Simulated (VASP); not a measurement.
# Cu (Cmcm) in VASP: single point with r2SCAN

Aim: the single point of Cu with r2SCAN.

All numbers are computed with VASP 6.6.1; they aren't measurements. Logs are shortened: lines on timing, memory, paths and dates and some standing lists are left out, and cuts for length are marked.

### 1 The cell of the first run

It takes space group Cmcm (No. 63, orthorhombic). The conventional cell has a = 2.437 Å, b = 7.953 Å, c = 2.475 Å, α = 90.00°, β = 90.00°, γ = 90.00°. Cu (site symmetry m2m) has 10 Cu at 2.44 to 2.54 Å within 3.2 Å.

### 2 Single point, r2SCAN

POSCAR reads:

```
Cu
1.0
    1.2184636900     -3.9763780104      0.0000000000
    1.2184636900      3.9763780104      0.0000000000
    0.0000000000      0.0000000000      2.4754955235
Cu
2
Direct
    0.1338666500      0.8661333500      0.2500000000
    0.8661333500      0.1338666500      0.7500000000
```

INCAR.step1 reads:

```
  ALGO = Normal
  EDIFF = 1E-4
  ENCUT = 520
  GGA = PE
  ISMEAR = 0
  LASPH = True
  LCHARG = False
  LREAL = False
  LWAVE = True
  NBANDS = 18
  NELM = 60
  PREC = Accurate
  SIGMA = 0.15
```

INCAR.step2 reads:

```
  ALGO = Normal
  EDIFF = 1E-7
  ENCUT = 520
  ISIF = 2
  ISMEAR = 0
  ISTART = 1
  LASPH = True
  LCHARG = False
  LMIXTAU = True
  LREAL = False
  LWAVE = False
  METAGGA = R2SCAN
  NBANDS = 18
  NELM = 60
  PREC = Accurate
  SIGMA = 0.15
```

KPOINTS reads:

```
k-points
0
Gamma
  20 20 20
```

Potentials or basis: VASP PAW PBE potentials, release 64 (Cu).

Run with:

```console
cat potpaw_PBE.64/Cu/POTCAR > POTCAR
cp INCAR.step1 INCAR
mpirun -np 1 vasp_std > vasp.out
cp INCAR.step2 INCAR
mpirun -np 1 vasp_std > vasp.out
```

OUTCAR:

```text
EDIFF = 1E-7
   ENCUT = 520
   ISIF = 2
   ISMEAR = 0
   ISTART = 1
   LASPH = True
   LREAL = False
   METAGGA = R2SCAN
   NELM = 60
   PREC = Accurate

 ion  position               nearest neighbor table
   1  0.134  0.866  0.250-   2 2.46   2 2.46   2 2.54   2 2.54   2 2.54   2 2.54
   2  0.866  0.134  0.750-   1 2.46   1 2.46   1 2.54   1 2.54   1 2.54   1 2.54

  LATTYP: Found a base centered orthorhombic cell.
 ALAT       =     2.4369273800
 B/A-ratio  =     3.2634357864
 C/A-ratio  =     1.0158265461

  Lattice vectors:

 A1 = (   1.2184636900,  -3.9763780104,   0.0000000000)
 A2 = (   1.2184636900,   3.9763780104,   0.0000000000)
 A3 = (   0.0000000000,   0.0000000000,   2.4754955235)

Analysis of symmetry for initial positions (statically):
=====================================================================
 Subroutine PRICEL returns:
 Original cell was already a primitive cell.

 Routine SETGRP: Setting up the symmetry group for a
 base centered orthorhombic supercell.

 Subroutine GETGRP returns: Found  8 space group operations
 (whereof  4 operations were pure point group operations)
 out of a pool of  8 trial point group operations.

The static configuration has the point symmetry C_2h.
 The point group associated with its full space group is D_2h.

Analysis of symmetry for dynamics (positions and initial velocities):
=====================================================================
 Subroutine PRICEL returns:
 Original cell was already a primitive cell.

 Routine SETGRP: Setting up the symmetry group for a
 base centered orthorhombic supercell.

 Subroutine GETGRP returns: Found  8 space group operations
 (whereof  4 operations were pure point group operations)
 out of a pool of  8 trial point group operations.

The dynamic configuration has the point symmetry C_2h.
 The point group associated with its full space group is D_2h.

 Subroutine INISYM returns: Found  8 space group operations
 (whereof  4 operations are pure point group operations),
 and found     1 'primitive' translations

----------------------------------------------------------------------------------------

                                     Primitive cell

  volume of cell :      23.9879

  direct lattice vectors                    reciprocal lattice vectors
     1.218463690 -3.976378010  0.000000000     0.410352811 -0.125742572  0.000000000
     1.218463690  3.976378010  0.000000000     0.410352811  0.125742572  0.000000000
     0.000000000  0.000000000  2.475495523     0.000000000  0.000000000  0.403959527

[... 77 lines left out ...]
   ISPIN  =      1    spin polarized calculation?
   LNONCOLLINEAR =      F non collinear calculations
   LSORBIT =      F    spin-orbit coupling
   LASPH  =      T    aspherical Exc in radial PAW
   ENCUT  =  520.0 eV  38.22 Ry    6.18 a.u.   7.73  7.73  4.60*2*pi/ulx,y,z
   NELM   =     60;   NELMIN=  2; NELMDL=  0     # of ELM steps
   EDIFF  = 0.1E-06   stopping-criterion for ELM
   LREAL  =      F    real-space projection
   EDIFFG = 0.1E-05   stopping-criterion for IOM
   NSW    =      0    number of steps for IOM
   IBRION =     -1    ionic relax: 0-MD 1-quasi-New 2-CG
   NFREE  =      0    steps in history (QN), initial steepest desc. (CG)
   ISIF   =      2    stress and relaxation
   ISYM   =      2    0-nonsym 1-usesym 2-fastsym
   POTIM  = 0.5000    time-step for ionic-motion
   TEBEG  =    0.0;   TEEND  =   0.0 temperature during run
   PSTRESS=    0.0 pullay stress
   NELECT =      22.0000    total number of electrons
   NUPDOWN=      -1.0000    fix difference up-down
   EMIN   =  10.00;   EMAX   =-10.00  energy-range for DOS
   EFERMI =   0.00;   METHOD = LEGACY
   ISMEAR =     0;   SIGMA  =   0.15  broadening in eV -4-tet -1-fermi 0-gaus
   EFERMI_NEDOS =   21; number of points for ismear=-14 and -15
   IALGO  =     38    algorithm
   IMIX   =      4    mixing-type and parameters
     AMIX     =   0.40;   BMIX     =  1.00
     AMIX_MAG =   1.60;   BMIX_MAG =  1.00
  volume/ion in A,a.u.               =      11.99        80.94
  Fermi-wavevector in a.u.,A,eV,Ry     =   1.590566  3.005733 34.421366  2.529899
  Thomas-Fermi vector in A             =   2.689241
   LORBIT       =      0    0 simple, 1 ext, 2 COOP (PROOUT), +10 PAW based schemes
   METAGGA = R2SCAN    functional components
   LHFCALC =     F    Hartree Fock is set to
   AEXX    =    0.0000 exact exchange contribution
   IVDW    =     0    specifies the selected vdW correction
   LEPSILON=     F    determine dielectric tensor
   LRPA    =     F    only Hartree local field effects (RPA)
 non-spin polarized calculation
 Gauss-broadening in eV      SIGMA  =   0.15
  energy-cutoff  :      520.00
  volume of cell :       23.99
 maximum number of plane-waves:       672
   NGX = 15   NGY = 15   NGZ =  9

 number of electron      21.9999988 magnetization

 Free energy of the ion-electron system (eV)
  ---------------------------------------------------
  ext. energy  EPLUGINS =         0.00000000
  ---------------------------------------------------
  free energy    TOTEN  =       -21.34915320 eV

  energy without entropy =      -21.34272646  energy(sigma->0) =      -21.34593983

 E-fermi :   7.2137     XC(G=0): -13.5750

 val. band max:        7.2079208595   @ k =   0.5000   0.3500   0.3500
 cond. band min:       7.2139548805   @ k =  -0.3500   0.2500   0.5000
 fundamental gap:      0.0060340210
 Fermi energy:         7.2137489497

 k-point     1 :       0.0000    0.0000    0.0000
  band No.  band energies     occupation
      1      -2.3157      2.00000
      2       2.0944      2.00000
      3       2.8773      2.00000
      4       3.3666      2.00000
      5       4.0891      2.00000
      6       4.3468      2.00000
[... 481 lines left out ...]
      5       4.0905      2.00000
      6       4.3207      2.00000
[... 10 lines left out ...]
     17      28.9254      0.00000
     18      29.5861      0.00000

 [... further k-points ...]
[... 5 lines left out ...]
  --------------------------------------------------------------------------------------
  -------------------------------------------------------------------------------------
  Total        0.1156838      0.0928014      0.1606364      0.0000000     -0.0000000      0.0000000
  in kB        7.7266425      6.1982995     10.7290746      0.0000000     -0.0000000      0.0000000
  external PRESSURE =       8.2180055 kB  Pullay stress =       0.0000000 kB

 VOLUME and BASIS-vectors are now :
 -----------------------------------------------------------------------------
  energy-cutoff  :      520.00
  volume of cell :       23.99
      direct lattice vectors                 reciprocal lattice vectors
     1.218463690 -3.976378010  0.000000000     0.410352811 -0.125742572  0.000000000
     1.218463690  3.976378010  0.000000000     0.410352811  0.125742572  0.000000000
     0.000000000  0.000000000  2.475495523     0.000000000  0.000000000  0.403959527

 POSITION                                       TOTAL-FORCE (eV/Angst)
 -----------------------------------------------------------------------------------
      1.21846      2.91177      0.61887         0.000000      0.014716     -0.000000
      1.21846     -2.91177      1.85662         0.000000     -0.014716      0.000000
 -----------------------------------------------------------------------------------
    total drift:                                0.000000      0.000000      0.000000

  FREE ENERGIE OF THE ION-ELECTRON SYSTEM (eV)
  ---------------------------------------------------
  free  energy   TOTEN  =       -21.3491531992 eV

  energy  without entropy=      -21.3427264621  energy(sigma->0) =      -21.34593983
```

OUTCAR.step1:

```text
EDIFF = 1E-4
   ENCUT = 520
   GGA = PE
   ISMEAR = 0
   LASPH = True
[... 728 lines left out ...]
 -----------------------------------------------------------------------------------
      1.21846      2.91177      0.61887         0.000000      0.048562      0.000000
      1.21846     -2.91177      1.85662         0.000000     -0.048562     -0.000000
 -----------------------------------------------------------------------------------
    total drift:                                0.000000      0.000000      0.000000

  FREE ENERGIE OF THE ION-ELECTRON SYSTEM (eV)
  ---------------------------------------------------
  free  energy   TOTEN  =        -7.1535507389 eV

  energy  without entropy=       -7.1468627985  energy(sigma->0) =       -7.15020677
```

Run time: 26 min. Hardware: 1 thread of Intel Xeon Platinum 8259CL at 2.50GHz (Skylake/Cascade Lake), shared host; peak memory 0.52 GiB.

What came out:

| Item | Value |
| --- | --- |
| Free energy | -21.3492 eV |
| Pressure | 0.8 GPa |
| Largest force | 0.015 eV/Å |
| Band gap on the k mesh | zero (bands 11 and 12 overlap by 5.99 eV) |

Forces in eV/Å, atoms in the order of the input:
```
Cu   0.000  0.015  0.000
Cu   0.000 -0.015  0.000
```

Caveat: the PAW data sets were made with another functional, which shifts forces and pressure a little.
